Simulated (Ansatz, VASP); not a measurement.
WS2: VASP beside Ansatz

```
W S
1.0
     3.14643    0.00000    0.00000
    -1.57322    2.72489    0.00000
     0.00000    0.00000   12.66649
W S
2 4
Direct
  0.66667 0.33333 0.75000
  0.33333 0.66667 0.25000
  0.33333 0.66667 0.87376
  0.66667 0.33333 0.37376
  0.33333 0.66667 0.62624
  0.66667 0.33333 0.12624
```

Alike in both runs: functional PBEsol; k mesh 12 × 12 × 4; occupations gaussian, width 0.02 eV; no spin polarisation.

Ansatz relaxed the structure, and its values are those at the end. VASP's run is a single point on that final structure, the one shown.

|  | VASP | Ansatz |
| --- | --- | --- |
| version | VASP 6.6.1 | Ansatz 0.2.0 |
| potentials or method | VASP PAW PBE potentials, release 64 (W_sv, S), cutoff 520 eV | scalar-relativistic, plane waves, PAW |
| valence electrons in the cell | 52 | 52 |

VASP gave:

```
gap on the k mesh at the Fermi level (eV) : 1.10
least direct gap on the mesh (eV)         : 1.87
pressure (GPa)                            : 0.1
rms of the force components (eV/Å)        : 0.008
```

Q: Which values does Ansatz return?

A: gap on the k mesh at the Fermi level (eV): 1.09; least direct gap on the mesh (eV): 1.86; pressure (GPa): 0.0; rms of the force components (eV/Å): 0.002.

VASP's potentials were made for PBE, not for PBEsol.

Spin-orbit coupling is off throughout.
